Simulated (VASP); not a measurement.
# Hf (I4/mmm) in VASP: further runs, part 2 of 2

VASP 6.6.1. The steps go on from the part before.

## Step 4: Single point, PBEsol (strain +0.015 along x and y, +0.030 along z)

INCAR reads:

```
SYSTEM = Hf
  PREC = Accurate
  ENCUT = 520
  EDIFF = 1E-7
  ISMEAR = 0
  SIGMA = 0.15
  LREAL = .False.
  LASPH = .True.
  NELM = 60
  ALGO = Fast
  ISIF = 2
  LWAVE = .False.
  LCHARG = .False.
  GGA = PS
  NBANDS = 11
```

KPOINTS reads:

```
Automatic mesh
0
Gamma
  18 18 18
  0 0 0
```

POSCAR reads:

```
Hf
1.0
   -1.8320750000      1.8320750000      1.8591500000
    1.8320750000     -1.8320750000      1.8591500000
    1.8320750000      1.8320750000     -1.8591500000
Hf
1
Direct
    0.0000000000      0.0000000000      0.0000000000
```

Launch:

```sh
$ cat potpaw_PBE.64/Hf_pv/POTCAR > POTCAR
$ mpirun -np 1 vasp_std > vasp.out
```

Run time: 84 s. Hardware: 1 thread of Intel Xeon Platinum 8488C (Sapphire Rapids), shared host; peak memory 0.24 GiB.

The run converged. Its results:

```
Free energy            : -10.1709 eV
Pressure               : -13.3 GPa
Band gap on the k mesh : zero (band 5 reaches 5.08 eV, above the bottom of band 6 at 3.06 eV)
```

Stress tensor (GPa, compression positive):
```
-13.50   0.00   0.00
  0.00 -13.50   0.00
  0.00   0.00 -12.80
```

Levels at points of the mesh, in eV from the Fermi level:
```csv
k point,band 3,band 4,band 5,band 6,band 7,band 8
"(0.00, 0.00, 0.00)",-30.22,-6.69,1.35,1.35,1.49,3.79
"(0.50, 0.00, 0.00)",-30.22,-3.09,-0.31,0.70,3.59,4.53
"(0.50, 0.50, 0.00)",-30.23,-3.06,-0.45,0.78,3.78,4.62
"(0.50, 0.50, 0.50)",-30.62,-2.16,-2.13,5.94,5.98,5.98
```

Caveat: the cell differs from its parent crystal (strain +0.015 along x and y, +0.030 along z); the PAW data sets were made with another functional, which shifts forces and pressure a little; spin-orbit coupling is left out, which moves the levels of the heavy elements.

## Step 5: Single point, PBEsol (strain +0.030 along x and y, +0.015 along z)

INCAR reads:

```
SYSTEM = Hf
PREC = Accurate
ENCUT = 520
EDIFF = 1E-6
ISMEAR = 0
SIGMA = 0.15
LREAL = .False.
LASPH = .True.
NELM = 80
ALGO = Normal
ISIF = 2
LWAVE = .False.
LCHARG = .True.
GGA = PS
LELF = .True.
LVHAR = .True.
NBANDS = 11
```

KPOINTS reads:

```
regular mesh
0
Gamma
  18 18 18
  0 0 0
```

POSCAR reads:

```
Hf
1.0
   -1.8591500000      1.8591500000      1.8320750000
    1.8591500000     -1.8591500000      1.8320750000
    1.8591500000      1.8591500000     -1.8320750000
Hf
1
Direct
    0.0000000000      0.0000000000      0.0000000000
```

Potentials or basis: VASP PAW PBE potentials, release 64 (Hf_pv).

Launch:

```sh
$ cat potpaw_PBE.64/Hf_pv/POTCAR > POTCAR
$ mpirun -np 1 vasp_std > vasp.out
```

OUTCAR:

```text
SYSTEM = Hf
   PREC = Accurate
   ENCUT = 520
   EDIFF = 1E-6
   ISMEAR = 0
   LREAL = .False.
   LASPH = .True.
   NELM = 80
   ISIF = 2
   GGA = PS

 ion  position               nearest neighbor table
   1  0.000  0.000  0.000-

  LATTYP: Found a body centered tetragonal cell.
 ALAT       =     3.7183000000
 C/A-ratio  =     0.9854368932

  Lattice vectors:

 A1 = (  -1.8591500000,   1.8591500000,   1.8320750000)
 A2 = (   1.8591500000,  -1.8591500000,   1.8320750000)
 A3 = (   1.8591500000,   1.8591500000,  -1.8320750000)

Analysis of symmetry for initial positions (statically):
=====================================================================
 Subroutine PRICEL returns:
 Original cell was already a primitive cell.

 Routine SETGRP: Setting up the symmetry group for a
 body centered tetragonal supercell.

 Subroutine GETGRP returns: Found 16 space group operations
 (whereof 16 operations were pure point group operations)
 out of a pool of 16 trial point group operations.

The static configuration has the point symmetry D_4h.

Analysis of symmetry for dynamics (positions and initial velocities):
=====================================================================
 Subroutine PRICEL returns:
 Original cell was already a primitive cell.

 Routine SETGRP: Setting up the symmetry group for a
 body centered tetragonal supercell.

 Subroutine GETGRP returns: Found 16 space group operations
 (whereof 16 operations were pure point group operations)
 out of a pool of 16 trial point group operations.

The dynamic configuration has the point symmetry D_4h.

 Subroutine INISYM returns: Found 16 space group operations
 (whereof 16 operations are pure point group operations),
 and found     1 'primitive' translations

----------------------------------------------------------------------------------------

[... 109 lines left out ...]
     AMIX     =   0.40;   BMIX     =  1.00
     AMIX_MAG =   1.60;   BMIX_MAG =  1.00
  volume/ion in A,a.u.               =      25.33       170.93
  Fermi-wavevector in a.u.,A,eV,Ry     =   1.200966  2.269497 19.623954  1.442320
  Thomas-Fermi vector in A             =   2.336788
   LORBIT       =      0    0 simple, 1 ext, 2 COOP (PROOUT), +10 PAW based schemes
   GGA     = PS    functional components
   LHFCALC =     F    Hartree Fock is set to
   AEXX    =    0.0000 exact exchange contribution
   IVDW    =     0    specifies the selected vdW correction
   LEPSILON=     F    determine dielectric tensor
   LRPA    =     F    only Hartree local field effects (RPA)
 non-spin polarized calculation
 Gauss-broadening in eV      SIGMA  =   0.15
  energy-cutoff  :      520.00
  volume of cell :       25.33
 maximum number of plane-waves:       697
   NGX = 11   NGY = 11   NGZ = 11

 number of electron      10.0000001 magnetization

 Free energy of the ion-electron system (eV)
  ---------------------------------------------------
  ext. energy  EPLUGINS =         0.00000000
  ---------------------------------------------------
  free energy    TOTEN  =       -10.13948069 eV

  energy without entropy =      -10.11300639  energy(sigma->0) =      -10.12624354

 E-fermi :   3.6376     XC(G=0): -10.8380

 val. band max:        3.6375481666   @ k =  -0.3333   0.3889   0.0556
 cond. band min:       3.6392855657   @ k =  -0.3889   0.2778   0.0556
 fundamental gap:      0.0017373991
 Fermi energy:         3.6375818509

 k-point     1 :       0.0000    0.0000    0.0000
  band No.  band energies     occupation
      1     -26.6457      2.00000
      2     -26.6457      2.00000
      3     -26.6456      2.00000
      4      -3.0054      2.00000
      5       4.9284      0.00000
      6       5.0690      0.00000
      7       5.0690      0.00000
      8       7.3688      0.00000
      9       7.5603      0.00000
     10      16.2917      0.00000
     11      16.2917      0.00000
[... 309 lines left out ...]
 k-point    24 :      -0.2222    0.0556    0.0000
  band No.  band energies     occupation
      1     -26.8359      2.00000
      2     -26.7042      2.00000
      3     -26.6522      2.00000
      4      -1.7958      2.00000
      5       4.3016      0.00000
      6       4.4864      0.00000
      7       6.2517      0.00000
      8       6.8669      0.00000
      9       7.5976      0.00000
     10      16.3802      0.00000
     11      16.7975      0.00000

 [... further k-points ...]
[... 5 lines left out ...]
  --------------------------------------------------------------------------------------
  -------------------------------------------------------------------------------------
  Total       -2.1905918     -2.1905918     -2.3132031      0.0000000      0.0000000     -0.0000000
  in kB     -138.5606612   -138.5606612   -146.3161449      0.0000000      0.0000000     -0.0000000
  external PRESSURE =    -141.1458225 kB  Pullay stress =       0.0000000 kB

 VOLUME and BASIS-vectors are now :
 -----------------------------------------------------------------------------
  energy-cutoff  :      520.00
  volume of cell :       25.33
      direct lattice vectors                 reciprocal lattice vectors
    -1.859150000  1.859150000  1.832075000     0.000000000  0.268940107  0.272914591
     1.859150000 -1.859150000  1.832075000     0.268940107  0.000000000  0.272914591
     1.859150000  1.859150000 -1.832075000     0.268940107  0.268940107  0.000000000

 POSITION                                       TOTAL-FORCE (eV/Angst)
 -----------------------------------------------------------------------------------
      0.00000      0.00000      0.00000         0.000000     -0.000000      0.000000
 -----------------------------------------------------------------------------------
    total drift:                                0.000000      0.000000      0.000000

  FREE ENERGIE OF THE ION-ELECTRON SYSTEM (eV)
  ---------------------------------------------------
  free  energy   TOTEN  =       -10.1394806920 eV

  energy  without entropy=      -10.1130063864  energy(sigma->0) =      -10.12624354
```

stdout:

```text
POSCAR found type information on POSCAR Hf
 POSCAR found :  1 types and       1 ions
 scaLAPACK will be used
 -----------------------------------------------------------------------------
|                                                                             |
|                                                                             |
|     You enforced a specific xc type in the INCAR file but a different       |
|     I HOPE YOU KNOW WHAT YOU ARE DOING!                                     |
|                                                                             |
 -----------------------------------------------------------------------------

 LDA part: xc-table for (Slater+PW92), standard interpolation
 POSCAR, INCAR and KPOINTS ok, starting setup
 FFT: planning ... GRIDC
 FFT: planning ... GRID_SOFT
 FFT: planning ... GRID
 WAVECAR not read
 entering main loop
```

It took 46 s on 1 thread of Intel Xeon Platinum 8488C (Sapphire Rapids), shared host; peak memory 0.24 GiB.

What came out:

- Free energy: -10.1395 eV
- Pressure: -14.1 GPa
- Band gap on the k mesh: zero (band 5 reaches 5.02 eV, above the bottom of band 6 at 2.98 eV)

Caveat: the cell differs from its parent crystal (strain +0.030 along x and y, +0.015 along z); the PAW data sets were made with another functional, which shifts forces and pressure a little; spin-orbit coupling is left out, which moves the levels of the heavy elements.

## Step 6: The runs side by side

| cell | gap on the mesh (eV) | pressure (GPa) |
| --- | --- | --- |
| a = 3.174 Å, angles 108.3, 108.3, 111.9°, 1 atom | none | -12.3 |
| a = 3.189 Å, angles 108.7, 108.7, 111.1°, 1 atom | none | -13.2 |
| a = 3.189 Å, angles 109.9, 109.9, 108.7°, 1 atom | none | -13.3 |
| a = 3.205 Å, angles 109.1, 109.1, 110.3°, 1 atom | none | -14.1 |

Alike in all rows: task single point; level PBEsol; potentials or basis VASP PAW PBE potentials, release 64 (Hf_pv); no spin polarisation; k mesh 18 × 18 × 18; cutoff (eV) 520; smearing gaussian 0.15 eV.

Caveats: the PAW data sets were made with another functional, which shifts forces and pressure a little; spin-orbit coupling is left out, which moves the levels of the heavy elements.

Total energies depend on the potentials used, so only differences within one code and one set of settings carry meaning.
